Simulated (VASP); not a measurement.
# GaN (klda) (F-43m) in VASP: relaxation of cell and atoms with LDA

Aim: the relaxation of cell and atoms of GaN (klda) with LDA.

All numbers are computed with VASP 6.6.1; they aren't measurements. Logs are shortened: lines on timing, memory, paths and dates and some standing lists are left out, and cuts for length are marked.

**1. The cell of the first run**

The structure is cubic, space group F-43m (No. 216). The conventional cell has a = 4.507 Å, b = 4.507 Å, c = 4.507 Å, α = 90.00°, β = 90.00°, γ = 90.00°. Within 2.6 Å of Ga (site symmetry -43m) lie 4 N at 1.95 Å. N (site symmetry -43m) has 4 Ga at 1.95 Å within 2.6 Å.

**2. Relaxation of cell and atoms, LDA**

File INCAR:

```
SYSTEM = GaN
PREC = Accurate
ENCUT = 600
EDIFF = 1E-6
ISMEAR = 0
SIGMA = 0.02
LREAL = .False.
LASPH = .True.
NELM = 80
ALGO = Normal
ISIF = 3
LWAVE = .False.
LCHARG = .False.
GGA = CA
IBRION = 2
NSW = 100
EDIFFG = -0.002
```

File KPOINTS:

```
Automatic mesh
0
Gamma
  10 10 10
  0 0 0
```

File POSCAR:

```
GaN
1.0
    0.0000000000      2.2535006100      2.2535006100
    2.2535006100      0.0000000000      2.2535006100
    2.2535006100      2.2535006100      0.0000000000
Ga N
1 1
Direct
    0.0000000000      0.0000000000      0.0000000000
    0.2500000000      0.2500000000      0.2500000000
```

Potentials or basis: VASP PAW LDA potentials, release 64 (Ga_d, N).

Command:

```bash
> cat potpaw_LDA.64/Ga_d/POTCAR potpaw_LDA.64/N/POTCAR > POTCAR
> mpirun -np 1 vasp_std > vasp.out
```

OUTCAR:

```text
SYSTEM = GaN
   PREC = Accurate
   ENCUT = 600
   EDIFF = 1E-6
   ISMEAR = 0
   LREAL = .False.
   LASPH = .True.
   NELM = 80
   ISIF = 3
   GGA = CA
   IBRION = 2
   NSW = 100
   EDIFFG = -0.002

 ion  position               nearest neighbor table
   1  0.000  0.000  0.000-   2 1.95   2 1.95   2 1.95   2 1.95
   2  0.250  0.250  0.250-   1 1.95   1 1.95   1 1.95   1 1.95

  LATTYP: Found a face centered cubic cell.
 ALAT       =     4.5070012200

  Lattice vectors:

 A1 = (   0.0000000000,   2.2535006100,   2.2535006100)
 A2 = (   2.2535006100,   0.0000000000,   2.2535006100)
 A3 = (   2.2535006100,   2.2535006100,   0.0000000000)

Analysis of symmetry for initial positions (statically):
=====================================================================
 Subroutine PRICEL returns:
 Original cell was already a primitive cell.

 Routine SETGRP: Setting up the symmetry group for a
 face centered cubic supercell.

 Subroutine GETGRP returns: Found 24 space group operations
 (whereof 24 operations were pure point group operations)
 out of a pool of 48 trial point group operations.

The static configuration has the point symmetry T_d .

Analysis of symmetry for dynamics (positions and initial velocities):
=====================================================================
 Subroutine PRICEL returns:
 Original cell was already a primitive cell.

 Routine SETGRP: Setting up the symmetry group for a
 face centered cubic supercell.

 Subroutine GETGRP returns: Found 24 space group operations
 (whereof 24 operations were pure point group operations)
 out of a pool of 48 trial point group operations.

The dynamic configuration has the point symmetry T_d .

 Subroutine INISYM returns: Found 24 space group operations
 (whereof 24 operations are pure point group operations),
 and found     1 'primitive' translations

----------------------------------------------------------------------------------------

                                     Primitive cell

  volume of cell :      22.8877

  direct lattice vectors                    reciprocal lattice vectors
     0.000000000  2.253500610  2.253500610    -0.221877020  0.221877020  0.221877020
     2.253500610  0.000000000  2.253500610     0.221877020 -0.221877020  0.221877020
     2.253500610  2.253500610  0.000000000     0.221877020  0.221877020 -0.221877020

  length of vectors
     3.186931125  3.186931125  3.186931125     0.384302272  0.384302272  0.384302272

  position of ions in fractional coordinates (direct lattice)
     0.000000000  0.000000000  0.000000000
     0.250000000  0.250000000  0.250000000

  ion indices of the primitive-cell ions
   primitive index   ion index
                 1           1
                 2           2

----------------------------------------------------------------------------------------

 KPOINTS: Automatic mesh

Automatic generation of k-mesh.
 Grid dimensions read from file:
 generate k-points for:   10   10   10

 Generating k-lattice:

  Cartesian coordinates                     Fractional coordinates (reciprocal lattice)
    -0.022187702  0.022187702  0.022187702     0.100000000  0.000000000  0.000000000
     0.022187702 -0.022187702  0.022187702     0.000000000  0.100000000  0.000000000
     0.022187702  0.022187702 -0.022187702     0.000000000  0.000000000  0.100000000

  Length of vectors
     0.038430227  0.038430227  0.038430227

  Shift w.r.t. Gamma in fractional coordinates (k-lattice)
     0.000000000  0.000000000  0.000000000

 Subroutine IBZKPT returns following result:
 ===========================================

 Found     47 irreducible k-points:

 Following reciprocal coordinates:
            Coordinates               Weight
  0.000000  0.000000  0.000000      1.000000
  0.100000  0.000000  0.000000      8.000000
  0.200000  0.000000  0.000000      8.000000
  0.300000  0.000000  0.000000      8.000000
  0.400000  0.000000  0.000000      8.000000
  0.500000  0.000000  0.000000      4.000000
[... 16 lines left out ...]
  0.300000  0.300000  0.000000      6.000000
  0.400000  0.300000  0.000000     24.000000
 [... further k-points ...]
   k-points           NKPTS =     47   k-points in BZ     NKDIM =     47   number of bands    NBANDS=     13
   number of dos      NEDOS =    301   number of ions     NIONS =      2
   total plane-waves  NPLWV =  21952
   dimension x,y,z NGX =    28 NGY =   28 NGZ =   28
   dimension x,y,z NGXF=    56 NGYF=   56 NGZF=   56
   ions per type =               1   1
   NGX,Y,Z   is equivalent  to a cutoff of  14.61, 14.61, 14.61 a.u.
   NGXF,Y,Z  is equivalent  to a cutoff of  29.21, 29.21, 29.21 a.u.
 SYSTEM =  GaN
   PREC   = accura    normal or accurate (medium, high low for compatibility)
   ISTART =      0    job   : 0-new  1-cont  2-samecut
   ICHARG =      2    charge: 1-file 2-atom 10-const
   ISPIN  =      1    spin polarized calculation?
   LNONCOLLINEAR =      F non collinear calculations
   LSORBIT =      F    spin-orbit coupling
   LASPH  =      T    aspherical Exc in radial PAW
   ENCUT  =  600.0 eV  44.10 Ry    6.64 a.u.   6.37  6.37  6.37*2*pi/ulx,y,z
   NELM   =     80;   NELMIN=  2; NELMDL= -5     # of ELM steps
   EDIFF  = 0.1E-05   stopping-criterion for ELM
   LREAL  =      F    real-space projection
   EDIFFG = -.2E-02   stopping-criterion for IOM
   NSW    =    100    number of steps for IOM
   IBRION =      2    ionic relax: 0-MD 1-quasi-New 2-CG
   NFREE  =      1    steps in history (QN), initial steepest desc. (CG)
   ISIF   =      3    stress and relaxation
   ISYM   =      2    0-nonsym 1-usesym 2-fastsym
   POTIM  = 0.5000    time-step for ionic-motion
   TEBEG  =    0.0;   TEEND  =   0.0 temperature during run
   PSTRESS=    0.0 pullay stress
   NELECT =      18.0000    total number of electrons
   NUPDOWN=      -1.0000    fix difference up-down
   EMIN   =  10.00;   EMAX   =-10.00  energy-range for DOS
   EFERMI =   0.00;   METHOD = LEGACY
   ISMEAR =     0;   SIGMA  =   0.02  broadening in eV -4-tet -1-fermi 0-gaus
   EFERMI_NEDOS =   21; number of points for ismear=-14 and -15
   IALGO  =     38    algorithm
   IMIX   =      4    mixing-type and parameters
     AMIX     =   0.40;   BMIX     =  1.00
     AMIX_MAG =   1.60;   BMIX_MAG =  1.00
  volume/ion in A,a.u.               =      11.44        77.23
  Fermi-wavevector in a.u.,A,eV,Ry     =   1.511117  2.855596 31.068543  2.283473
  Thomas-Fermi vector in A             =   2.621216
   LORBIT       =      0    0 simple, 1 ext, 2 COOP (PROOUT), +10 PAW based schemes
   GGA     = CA    functional components
   LHFCALC =     F    Hartree Fock is set to
   AEXX    =    0.0000 exact exchange contribution
   IVDW    =     0    specifies the selected vdW correction
   LEPSILON=     F    determine dielectric tensor
   LRPA    =     F    only Hartree local field effects (RPA)
 conjugate gradient relaxation of ions
 non-spin polarized calculation
 Gauss-broadening in eV      SIGMA  =   0.02
  energy-cutoff  :      600.00
  volume of cell :       22.89
 maximum number of plane-waves:       785
 NGX is ok and might be reduce to    28
   NGX = 13   NGY = 13   NGZ = 13

--------------------------------------- Ionic step        1  -------------------------------------------

 number of electron      18.0000005 magnetization

 Free energy of the ion-electron system (eV)
  ---------------------------------------------------
  ext. energy  EPLUGINS =         0.00000000
  ---------------------------------------------------
  free energy    TOTEN  =       -13.93335767 eV

  energy without entropy =      -13.93335767  energy(sigma->0) =      -13.93335767

------------------------ aborting loop because EDIFF is reached ----------------------------------------

  FORCE on cell =-STRESS in cart. coord.  units (eV):
  Direction    XX          YY          ZZ          XY          YZ          ZX
  --------------------------------------------------------------------------------------
  -------------------------------------------------------------------------------------
  Total       -0.7996054     -0.7996054     -0.7996054     -0.0000000      0.0000000     -0.0000000
  in kB      -55.9736067    -55.9736067    -55.9736067     -0.0000000      0.0000000     -0.0000000
  external PRESSURE =     -55.9736067 kB  Pullay stress =       0.0000000 kB
[... 57 lines left out ...]
  energy  without entropy=      -13.9336315099  energy(sigma->0) =      -13.93363151

--------------------------------------- Ionic step        3  -------------------------------------------

 number of electron      18.0000001 magnetization

 Free energy of the ion-electron system (eV)
  ---------------------------------------------------
  ext. energy  EPLUGINS =         0.00000000
  ---------------------------------------------------
  free energy    TOTEN  =       -13.94539603 eV

  energy without entropy =      -13.94539603  energy(sigma->0) =      -13.94539603

 E-fermi :   5.4825     XC(G=0): -12.2767

 val. band max:        5.3613025401   @ k =   0.0000   0.0000   0.0000
 cond. band min:       7.3010417896   @ k =   0.0000   0.0000   0.0000
 fundamental gap:      1.9397392495
 Fermi energy:         5.4825490233

 k-point     1 :       0.0000    0.0000    0.0000
  band No.  band energies     occupation
      1     -10.7015      2.00000
      2      -8.2230      2.00000
      3      -8.2230      2.00000
      4      -8.2230      2.00000
      5      -7.8742      2.00000
      6      -7.8742      2.00000
      7       5.3613      2.00000
      8       5.3613      2.00000
      9       5.3613      2.00000
     10       7.3010      0.00000
     11      15.6563      0.00000
     12      15.6563      0.00000
     13      15.6563      0.00000
[... 353 lines left out ...]
 k-point    24 :       0.4000    0.3000    0.0000
  band No.  band energies     occupation
      1      -9.6722      2.00000
      2      -8.0895      2.00000
      3      -7.9795      2.00000
      4      -7.9782      2.00000
      5      -7.8082      2.00000
      6      -6.8754      2.00000
      7       0.2471      2.00000
      8       2.7638      2.00000
      9       3.1022      2.00000
     10       9.7689      0.00000
     11      12.5621      0.00000
     12      16.1564      0.00000
     13      18.2946      0.00000

 [... further k-points ...]

------------------------ aborting loop because EDIFF is reached ----------------------------------------

  FORCE on cell =-STRESS in cart. coord.  units (eV):
  Direction    XX          YY          ZZ          XY          YZ          ZX
  --------------------------------------------------------------------------------------
  -------------------------------------------------------------------------------------
  Total        0.0016202      0.0016202      0.0016202      0.0000000      0.0000000      0.0000000
  in kB        0.1168194      0.1168194      0.1168194      0.0000000      0.0000000      0.0000000
  external PRESSURE =       0.1168194 kB  Pullay stress =       0.0000000 kB
[... 17 lines left out ...]
  FREE ENERGIE OF THE ION-ELECTRON SYSTEM (eV)
  ---------------------------------------------------
  free  energy   TOTEN  =       -13.9453960287 eV

  energy  without entropy=      -13.9453960287  energy(sigma->0) =      -13.94539603

 reached required accuracy - stopping structural energy minimisation
```

It took 62 s on 1 thread of Intel Xeon 8259CL, shared host; peak memory 0.16 GiB.

What came out:

| Property | Result |
| --- | --- |
| Free energy | -13.9454 eV |
| Relaxed volume | 11.11 Å³/atom |
| Relaxed cell | a = 3.156 Å, b = 3.156 Å, c = 3.156 Å, α = 60.00°, β = 60.00°, γ = 60.00° |
| Space group after relaxing (to 0.05 Å) | F-43m (No. 216) |
| Energy gained by relaxing | 6.0 meV/atom |
| Ionic steps | 3 |
| Pressure after relaxing | 0.0 GPa |
| Band gap on the k mesh | 1.94 eV, direct |

Step by step:
```tsv
step	energy change (eV)	largest force (eV/Å)	pressure (GPa)	volume (Å³)
1	0.0000	0.0000	-5.60	22.89
2	-0.0003	0.0000	6.11	21.59
3	-0.0120	0.0000	0.01	22.22
```

Final structure:
```xyz
2
Lattice="0.0000 2.2314 2.2314 2.2314 0.0000 2.2314 2.2314 2.2314 0.0000" Properties=species:S:1:pos:R:3 pbc="T T T"
Ga    0.0000    0.0000    0.0000
N     1.1157    1.1157    1.1157
```

Levels at points of the mesh, in eV from the valence-band top:
| k point | band 5 | band 6 | band 7 | band 8 | band 9 | band 10 | band 11 | band 12 | band 13 |
| --- | --- | --- | --- | --- | --- | --- | --- | --- | --- |
| (0.00, 0.00, 0.00) | -13.24 | -13.24 | 0.00 | 0.00 | 0.00 | 1.94 | 10.29 | 10.29 | 10.29 |
| (0.50, 0.00, 0.00) | -13.18 | -11.86 | -7.32 | -1.02 | -1.02 | 4.75 | 8.74 | 10.36 | 10.36 |
| (0.50, 0.50, 0.00) | -13.15 | -11.38 | -6.33 | -2.84 | -2.84 | 3.26 | 6.66 | 11.71 | 14.07 |

A hybrid or GW would open this gap; LDA tends to underestimate it.
